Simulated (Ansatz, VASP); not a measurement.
**Two plane-wave programs on NiO**

File INCAR:

```
SYSTEM = NiO
PREC = Accurate
ENCUT = 520
EDIFF = 1E-7
ISMEAR = 0
SIGMA = 0.05
LREAL = .False.
LASPH = .True.
NELM = 150
ALGO = Normal
ISIF = 2
LWAVE = .False.
LCHARG = .True.
MAGMOM = 0 0 1.63 0 0 0
LORBIT = 11
LSORBIT = .True.
GGA_COMPAT = .False.
LORBMOM = .True.
LMAXMIX = 4
GGA = PE
LVHAR = .True.
NBANDS = 28
```

The input KPOINTS:

```
regular mesh
0
Gamma
  14 14 14
  0 0 0
```

POSCAR

```
NiO
1.0
    0.0000000000      2.0943413187      2.0943413187
    2.0943413187      0.0000000000      2.0943413187
    2.0943413187      2.0943413187      0.0000000000
Ni O
1 1
Direct
    0.0000000000      0.0000000000      0.0000000000
    0.5000000000      0.5000000000      0.5000000000
```

Input for Ansatz:

```yaml
crystal:
  lattice:
    - [0.0, 2.0943413187, 2.0943413187]
    - [2.0943413187, 0.0, 2.0943413187]
    - [2.0943413187, 2.0943413187, 0.0]
  atoms:
    - { symbol: Ni, position: [0.0, 0.0, 0.0], spin: 1.63, spin_axis: [0.0, 0.0, 1.0] }
    - { symbol: O, position: [0.5, 0.5, 0.5] }
basis:
  ecutwfc: 420
  ecutrho_ratio: 4
kpoints:
  mp_grid: { grid: [14, 14, 14] }
hamiltonian:
  xc: pbe
scf:
  occupations: { method: gaussian, width: 0.05 }
output:
  forces: true
  stress: true
  eigenvalues: true
  populations: true
magnetization:
  noncollinear: true
  spin_orbit: true
```

Alike in both runs: task single point; functional PBE; k mesh 14 × 14 × 14; occupations gaussian, width 0.05 eV; non-collinear spin, spin-orbit coupling.

```csv
,VASP,Ansatz
version,VASP 6.6.1,Ansatz 0.2.0
potentials or method,"VASP PAW PBE potentials, release 64 (Ni, O), cutoff 520 eV","plane waves, PAW"
valence electrons in the cell,16,24
```

|  | VASP | Ansatz | Ansatz less VASP |
| --- | --- | --- | --- |
| pressure (GPa) | 2.9 | 3.4 | +0.45 |
| net moment per atom (μB) | 0.86 | 0.87 | +0.017 |

VASP's potentials hold 16 valence electrons a cell and Ansatz's 24, so a difference there can come from the potentials and not from the codes. Ansatz's warnings: stress scf threshold loose.
